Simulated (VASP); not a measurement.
Wanted: the native input for a VASP 6.6.1 run.

| Item | Value |
| --- | --- |
| Task | single point |
| Functional | PBE |
| Potentials or basis | VASP PAW PBE potentials, release 64 (Ag) |
| Cutoff | 520 eV |
| k mesh | 1 × 1 × 18 |
| Occupations | gaussian, width 0.05 eV |
| Spin | no spin polarisation |
| Dipole correction | no |
| Further INCAR settings | LREAL = Auto; ALGO = Normal; EDIFF = 1e-06; NBANDS = 96 |

The structure of Ag lies in POSCAR:

```
Ag
1.0
   17.8000000000      0.0000000000      0.0000000000
    0.0000000000     19.7000000000      0.0000000000
    0.0000000000      0.0000000000      2.9324981650
Ag
15
Direct
    0.2528793681      0.5526291710      1.0000000000
    0.5823735440      0.7631458551      0.0000000000
    0.5823735440      0.5526291710      0.0000000000
    0.5823735440      0.3421124869      0.0000000000
    0.5000000000      0.6578875131      0.5000000000
    0.5000000000      0.4473708290      0.5000000000
    0.5000000000      0.2368541449      0.5000000000
    0.3352529121      0.6578875131      0.5000000000
    0.3352529121      0.4473708290      0.5000000000
    0.6647470879      0.6578875131      0.5000000000
    0.6647470879      0.4473708290      0.5000000000
    0.4176264560      0.7631458551      1.0000000000
    0.4176264560      0.5526291710      1.0000000000
    0.4176264560      0.3421124869      1.0000000000
    0.7471206319      0.5526291710      0.0000000000
```

One way to write it, as run:

INCAR

```
SYSTEM = Ag
  PREC = Accurate
  ENCUT = 520
  EDIFF = 1E-6
  ISMEAR = 0
  SIGMA = 0.05
  LREAL = Auto
  LASPH = .True.
  NELM = 100
  ALGO = Normal
  ISIF = 2
  LWAVE = .False.
  LCHARG = .False.
  GGA = PE
  NBANDS = 96
```

KPOINTS

```
Automatic mesh
0
Gamma
  1 1 18
  0 0 0
```

Potentials or basis: VASP PAW PBE potentials, release 64 (Ag).

The run is started by

```sh
$ cat potpaw_PBE.64/Ag/POTCAR > POTCAR
$ mpirun -np 1 vasp_std > vasp.out
```

It gave:

```json
{"Largest force": "0.331 eV/Å", "Band gap on the k mesh": "zero (an odd number of electrons rules out a gap without spin polarisation)"}
```

Wall time 16 min on 1 thread of Intel(R) Xeon(R) 6975P-C (Granite Rapids) (shared host), peak memory 1.2 GiB.
